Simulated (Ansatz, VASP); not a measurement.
**CdF2 in VASP and in Ansatz**

```
Cd F
1.0
     0.00000    2.69418    2.69418
     2.69418    0.00000    2.69418
     2.69418    2.69418    0.00000
Cd F
1 2
Direct
  0.00000 0.00000 0.00000
  0.25000 0.25000 0.25000
  0.75000 0.75000 0.75000
```

Alike in both runs: task single point; functional PBE-based screened hybrid with a share of 0.15 of exact exchange and HFSCREEN = 0.1; k mesh 4 × 4 × 4; no spin polarisation.

|  | VASP | Ansatz |
| --- | --- | --- |
| version | VASP 6.6.1 | Ansatz 0.2.0 |
| potentials or method | VASP PAW PBE potentials, release 64 (Cd, F) | plane waves |
| plane-wave cutoff (eV) | 520 | 420 |
| occupations | gaussian, width 0.01 eV | fixed |
| valence electrons in the cell | 26 | 34 |

```tsv
	VASP	Ansatz	Ansatz less VASP
gap on the k mesh at the Fermi level (eV)	4.53	4.56	+0.032
pressure (GPa)	3.9	3.1	-0.77
```

VASP's potentials were made for PBE, not for PBE-based screened hybrid. VASP's potentials hold 26 valence electrons a cell and Ansatz's 34, so a difference there can come from the potentials and not from the codes. Ansatz's warnings: stress exchange threshold loose, stress scf threshold loose.

The k mesh is coarse, so the values compare programs but aren't converged.
